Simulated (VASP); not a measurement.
Here is a VASP 6.6.1 calculation.

File INCAR:

```
SYSTEM = InSb
PREC = Accurate
ENCUT = 520
EDIFF = 1E-6
ISMEAR = 0
SIGMA = 0.15
LREAL = .FALSE.
LASPH = .TRUE.
NELM = 100
ALGO = Normal
ISIF = 2
LWAVE = .FALSE.
LCHARG = .FALSE.
GGA = PE
NBANDS = 16
```

The input KPOINTS:

```
regular mesh
0
G
  16 16 16
  0 0 0
```

File POSCAR:

```
InSb
1.0
   -2.9581623212      2.9581623212      1.7471500000
    2.9581623212     -2.9581623212      1.7471500000
    2.9581623212      2.9581623212     -1.7471500000
In Sb
1 1
Direct
    0.2500000000      0.7500000000      0.5000000000
    0.0000000000      0.0000000000      0.0000000000
```

Potentials or basis: VASP PAW PBE potentials, release 64 (In_d, Sb).

Launch:

```sh
$ cat potpaw_PBE.64/In_d/POTCAR potpaw_PBE.64/Sb/POTCAR > POTCAR
$ mpirun -np 1 vasp_std > vasp.out
```

(1) What does it give for the pressure?

(2) What does it give for the band gap on the k mesh?

Answers

(1) -2.5 GPa.

(2) zero (bands 9 and 10 overlap by 4.23 eV).

Caveat: spin-orbit coupling is left out, which moves the levels of the heavy elements.
